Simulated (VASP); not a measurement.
# MgNb2O4 (Fd-3m) in VASP: further runs, part 2 of 2

VASP 6.6.1. Earlier steps stand in the parts before.

## 3. Single point, PBE

The input, INCAR:

```
SYSTEM = MgNb2O4
  PREC = Accurate
  ENCUT = 520
  EDIFF = 1E-6
  ISMEAR = 0
  SIGMA = 0.1
  LREAL = .False.
  LASPH = .True.
  NELM = 60
  ALGO = Normal
  ISIF = 2
  LWAVE = .False.
  LCHARG = .True.
  GGA = PE
  LELF = .True.
  LVHAR = .True.
  NBANDS = 65
```

The input, KPOINTS:

```
regular mesh
0
Gamma
  6 6 6
  0 0 0
```

The input, POSCAR:

```
MgNb2O4
1.0
    0.0000000000      4.3553596419      4.3553596419
    4.3553596419      0.0000000000      4.3553596419
    4.3553596419      4.3553596419      0.0000000000
Mg Nb O
2 4 8
Direct
    0.5000000000      0.5000000000      0.5000000000
    0.7500000000      0.7500000000      0.7500000000
    0.1250000000      0.1250000000      0.6250000000
    0.1250000000      0.1250000000      0.1250000000
    0.6250000000      0.1250000000      0.1250000000
    0.1250000000      0.6250000000      0.1250000000
    0.3732462221      0.8802613337      0.3732462221
    0.8802613337      0.3732462221      0.3732462221
    0.3732462221      0.3732462221      0.8802613337
    0.3732462221      0.3732462221      0.3732462221
    0.8767537779      0.8767537779      0.3697386663
    0.8767537779      0.3697386663      0.8767537779
    0.3697386663      0.8767537779      0.8767537779
    0.8767537779      0.8767537779      0.8767537779
```

Potentials or basis: VASP PAW PBE potentials, release 64 (Mg, Nb_sv, O).

On the command line:

```bash
> cat potpaw_PBE.64/Mg/POTCAR potpaw_PBE.64/Nb_sv/POTCAR potpaw_PBE.64/O/POTCAR > POTCAR
> mpirun -np 1 vasp_std > vasp.out
```

It took 3.5 min on 1 thread of Intel Xeon Platinum 8488C (Sapphire Rapids), shared host; peak memory 0.39 GiB.

The run converged. Its results:

```
Free energy            : -115.9732 eV
Pressure               : -0.3 GPa
Largest force          : 0.003 eV/Å
Band gap on the k mesh : zero (band 52 reaches 8.68 eV, above the bottom of band 53 at 8.46 eV)
```

Forces on the atoms (eV/Å):
```
Mg   0.000  0.000  0.000
Mg   0.000  0.000  0.000
Nb   0.000  0.000  0.000
Nb   0.000  0.000  0.000
Nb   0.000  0.000  0.000
Nb   0.000  0.000  0.000
O    0.002 -0.002  0.002
O   -0.002  0.002  0.002
O    0.002  0.002 -0.002
O   -0.002 -0.002 -0.002
O   -0.002 -0.002  0.002
O   -0.002  0.002 -0.002
O    0.002 -0.002 -0.002
O    0.002  0.002  0.002
```

Levels at points of the mesh, in eV from the Fermi level:
| k point | band 50 | band 51 | band 52 | band 53 | band 54 | band 55 |
| --- | --- | --- | --- | --- | --- | --- |
| (0.00, 0.00, 0.00) | -1.87 | -1.66 | 0.05 | 0.05 | 0.05 | 1.42 |
| (0.50, 0.00, 0.00) | -0.87 | -0.87 | 0.06 | 0.44 | 0.44 | 0.55 |
| (0.50, 0.50, 0.00) | -0.97 | 0.11 | 0.11 | 0.32 | 0.32 | 0.95 |

## 4. Relaxation of cell and atoms, PBE

This run uses another cell than the first one, of 11.60 Å³/atom, 0.983 times its volume.

The input, INCAR:

```
ALGO = Normal
EDIFF = 1E-6
EDIFFG = -0.08
ENCUT = 600
GGA = PE
IBRION = 2
ISIF = 3
ISMEAR = 0
LASPH = True
LCHARG = False
LREAL = False
LWAVE = False
NELM = 100
NSW = 36
PREC = Accurate
SIGMA = 0.15
```

The input, KPOINTS:

```
k-points
0
Gamma
  3 3 3
```

The input, POSCAR:

```
MgNb2O4
1.0
    0.0000000000      4.3300000000      4.3300000000
    4.3300000000      0.0000000000      4.3300000000
    4.3300000000      4.3300000000      0.0000000000
Mg Nb O
2 4 8
Direct
    0.0000000000      0.0000000000      0.0000000000
    0.2500000000      0.2500000000      0.2500000000
    0.6250000000      0.6250000000      0.1250000000
    0.6250000000      0.6250000000      0.6250000000
    0.1250000000      0.6250000000      0.6250000000
    0.6250000000      0.1250000000      0.6250000000
    0.8650000000      0.4050000000      0.8650000000
    0.4050000000      0.8650000000      0.8650000000
    0.8650000000      0.8650000000      0.4050000000
    0.8650000000      0.8650000000      0.8650000000
    0.3850000000      0.3850000000      0.8450000000
    0.3850000000      0.8450000000      0.3850000000
    0.8450000000      0.3850000000      0.3850000000
    0.3850000000      0.3850000000      0.3850000000
```

On the command line:

```bash
> cat potpaw_PBE.64/Mg/POTCAR potpaw_PBE.64/Nb_sv/POTCAR potpaw_PBE.64/O/POTCAR > POTCAR
> mpirun -np 1 vasp_std > vasp.out
```

Run time: 7.2 min. Hardware: 1 thread of Intel Xeon Platinum 8488C (Sapphire Rapids), shared host; peak memory 0.37 GiB.

Results (log left out):

```
Free energy                            : -116.0094 eV
Relaxed volume                         : 11.80 Å³/atom
Relaxed cell                           : a = 6.159 Å, b = 6.159 Å, c = 6.159 Å, α = 60.00°, β = 60.00°, γ = 60.00°
Space group after relaxing (to 0.05 Å) : Fd-3m (No. 227)
Energy gained by relaxing              : 131.6 meV/atom
Ionic steps                            : 6
Pressure after relaxing                : -0.6 GPa
Largest force after relaxing           : 0.074 eV/Å
Band gap on the k mesh                 : zero (band 52 reaches 8.59 eV, above the bottom of band 53 at 8.58 eV)
```

Forces in eV/Å, atoms in the order of the input:
```
Mg   0.000  0.000  0.000
Mg   0.000  0.000  0.000
Nb   0.000  0.000  0.000
Nb   0.000  0.000  0.000
Nb   0.000  0.000  0.000
Nb   0.000  0.000  0.000
O    0.043 -0.043  0.043
O   -0.043  0.043  0.043
O    0.043  0.043 -0.043
O   -0.043 -0.043 -0.043
O   -0.043 -0.043  0.043
O   -0.043  0.043 -0.043
O    0.043 -0.043 -0.043
O    0.043  0.043  0.043
```

The path:
| step | energy change (eV) | largest force (eV/Å) | pressure (GPa) | volume (Å³) |
| --- | --- | --- | --- | --- |
| 1 | 0.0000 | 3.4510 | 13.70 | 162.37 |
| 2 | 0.0514 | 1.6695 | -20.30 | 186.80 |
| 3 | -1.5161 | 0.6679 | -7.19 | 173.66 |
| 4 | -1.5179 | 0.7485 | -6.67 | 173.27 |
| 5 | -1.8395 | 0.1595 | 0.03 | 164.57 |
| 6 | -1.8420 | 0.0738 | -0.58 | 165.23 |

Final structure:
```
Mg Nb O
1.0
     0.00000    4.35534    4.35534
     4.35534    0.00000    4.35534
     4.35534    4.35534    0.00000
Mg Nb O
2 4 8
Direct
  0.00000 0.00000 0.00000
  0.25000 0.25000 0.25000
  0.62500 0.62500 0.12500
  0.62500 0.62500 0.62500
  0.12500 0.62500 0.62500
  0.62500 0.12500 0.62500
  0.87336 0.37991 0.87336
  0.37991 0.87336 0.87336
  0.87336 0.87336 0.37991
  0.87336 0.87336 0.87336
  0.37664 0.37664 0.87009
  0.37664 0.87009 0.37664
  0.87009 0.37664 0.37664
  0.37664 0.37664 0.37664
```

Levels at points of the mesh, in eV from the Fermi level:
| k point | band 48 | band 49 | band 50 | band 51 | band 52 | band 53 | band 54 | band 55 |
| --- | --- | --- | --- | --- | --- | --- | --- | --- |
| (0.00, 0.00, 0.00) | -4.28 | -1.86 | -1.86 | -1.66 | 0.06 | 0.06 | 0.06 | 1.44 |

Caveat: the k points lie up to 0.42 Å⁻¹ apart in the final cell; the relaxation stopped at a loose force limit of 0.08 eV/Å, so its end isn't a converged minimum.

## 5. Relaxation of cell and atoms, PBE

The input, INCAR:

```
SYSTEM = MgNb2O4
PREC     = Accurate       ! precision mode
ENCUT    = 600            ! plane-wave cutoff, eV
EDIFF    = 1E-7           ! SCF threshold, eV
ISMEAR   = 0              ! smearing method
SIGMA    = 0.1            ! smearing width, eV
LREAL    = .False.        ! projectors in reciprocal space
LASPH    = .True.         ! aspherical terms in the spheres
NELM     = 60             ! most SCF steps
ALGO     = Normal         ! electronic algorithm
ISIF     = 3              ! what is computed and relaxed
LWAVE    = .False.        ! write WAVECAR
LCHARG   = .False.        ! write CHGCAR
GGA      = PE             ! functional
IBRION   = 2              ! ionic algorithm
NSW      = 100            ! ionic steps
EDIFFG   = -0.01          ! ionic threshold
```

The input, KPOINTS:

```
Automatic mesh
0
Gamma
  6 6 6
  0 0 0
```

The input, POSCAR:

```
MgNb2O4
1.0
    0.0000000000      4.3554323064      4.3554323064
    4.3554323064      0.0000000000      4.3554323064
    4.3554323064      4.3554323064      0.0000000000
Mg Nb O
2 4 8
Direct
    0.5000000000      0.5000000000      0.5000000000
    0.7500000000      0.7500000000      0.7500000000
    0.1250000000      0.1250000000      0.6250000000
    0.1250000000      0.1250000000      0.1250000000
    0.6250000000      0.1250000000      0.1250000000
    0.1250000000      0.6250000000      0.1250000000
    0.3731894365      0.8804316906      0.3731894365
    0.8804316906      0.3731894365      0.3731894365
    0.3731894365      0.3731894365      0.8804316906
    0.3731894365      0.3731894365      0.3731894365
    0.8768105635      0.8768105635      0.3695683094
    0.8768105635      0.3695683094      0.8768105635
    0.3695683094      0.8768105635      0.8768105635
    0.8768105635      0.8768105635      0.8768105635
```

On the command line:

```bash
> cat potpaw_PBE.64/Mg/POTCAR potpaw_PBE.64/Nb_sv/POTCAR potpaw_PBE.64/O/POTCAR > POTCAR
> mpirun -np 1 vasp_std > vasp.out
```

It took 30 min on 1 thread of Oxide Virtual Turin-like, shared host; peak memory 0.43 GiB.

Results (log left out):

* Free energy: -115.9952 eV
* Relaxed volume: 11.77 Å³/atom
* Relaxed cell: a = 6.154 Å, b = 6.154 Å, c = 6.154 Å, α = 60.00°, β = 60.00°, γ = 60.00°
* Space group after relaxing (to 0.05 Å): Fd-3m (No. 227)
* Energy gained by relaxing: 0.0 meV/atom
* Ionic steps: 4
* Pressure after relaxing: 0.0 GPa
* Largest force after relaxing: 0.008 eV/Å
* Band gap on the k mesh: zero (band 52 reaches 8.70 eV, above the bottom of band 53 at 8.49 eV)

Forces in eV/Å, atoms in the order of the input:
```
Mg   0.000  0.000  0.000
Mg   0.000  0.000  0.000
Nb   0.000  0.000  0.000
Nb   0.000  0.000  0.000
Nb   0.000  0.000  0.000
Nb   0.000  0.000  0.000
O    0.005 -0.005  0.005
O   -0.005  0.005  0.005
O    0.005  0.005 -0.005
O   -0.005 -0.005 -0.005
O   -0.005 -0.005  0.005
O   -0.005  0.005 -0.005
O    0.005 -0.005 -0.005
O    0.005  0.005  0.005
```

Step by step:
```
step  energy change (eV)  largest force (eV/Å)  pressure (GPa)  volume (Å³)
   1              0.0000                0.0195           -0.45       165.24
   2             -0.0001                0.0258            0.47       164.45
   3             -0.0006                0.0229            0.03       164.83
   4             -0.0007                0.0080           -0.01       164.82
```

Final structure:
```cif
data_structure
_symmetry_space_group_name_H-M 'P 1'
_symmetry_Int_Tables_number 1
_cell_length_a 6.1542
_cell_length_b 6.1542
_cell_length_c 6.1542
_cell_angle_alpha 60.000
_cell_angle_beta 60.000
_cell_angle_gamma 60.000
_cell_volume 164.82
loop_
_atom_site_label
_atom_site_type_symbol
_atom_site_fract_x
_atom_site_fract_y
_atom_site_fract_z
_atom_site_occupancy
Mg1 Mg 0.50000 0.50000 0.50000 1
Mg2 Mg 0.75000 0.75000 0.75000 1
Nb1 Nb 0.12500 0.12500 0.62500 1
Nb2 Nb 0.12500 0.12500 0.12500 1
Nb3 Nb 0.62500 0.12500 0.12500 1
Nb4 Nb 0.12500 0.62500 0.12500 1
O1 O 0.37329 0.88012 0.37329 1
O2 O 0.88012 0.37329 0.37329 1
O3 O 0.37329 0.37329 0.88012 1
O4 O 0.37329 0.37329 0.37329 1
O5 O 0.87671 0.87671 0.36988 1
O6 O 0.87671 0.36988 0.87671 1
O7 O 0.36988 0.87671 0.87671 1
O8 O 0.87671 0.87671 0.87671 1
```

Levels at points of the mesh, in eV from the Fermi level:
```csv
k point,band 49,band 50,band 51,band 52,band 53,band 54,band 55,band 56
"(0.00, 0.00, 0.00)",-1.88,-1.88,-1.67,0.05,0.05,0.05,1.43,2.08
"(0.50, 0.00, 0.00)",-0.97,-0.88,-0.88,0.06,0.44,0.44,0.56,0.73
"(0.50, 0.50, 0.00)",-0.98,-0.98,0.11,0.11,0.33,0.33,0.96,0.96
```

## 6. Overview

| task | cell | k mesh | cutoff (eV) | smearing | gap on the mesh (eV) | pressure (GPa) | largest force (eV/Å) |
| --- | --- | --- | --- | --- | --- | --- | --- |
| single point | a = 6.160 Å, angles 60.0°, 14 atoms | 3 × 3 × 3 | 520 | gaussian 0.15 eV | none | -0.3 | - |
| single point | a = 6.159 Å, angles 60.0°, 14 atoms | 6 × 6 × 6 | 520 | gaussian 0.1 eV | none | -0.3 | - |
| relaxation of cell and atoms | relaxed from a = 6.124 Å, angles 60.0°, 14 atoms | 3 × 3 × 3 | 600 | gaussian 0.15 eV | none | -0.6 | 0.07 |
| relaxation of cell and atoms | relaxed from a = 6.160 Å, angles 60.0°, 14 atoms | 6 × 6 × 6 | 600 | gaussian 0.1 eV | none | 0.0 | 0.01 |

Alike in all rows: level PBE; potentials or basis VASP PAW PBE potentials, release 64 (Mg, Nb_sv, O); no spin polarisation.

Caveats: some runs use coarse meshes; the relaxation stopped at a loose force limit of 0.08 eV/Å, so its end isn't a converged minimum (some runs).

Absolute energies hang on the potentials; compare differences alone.
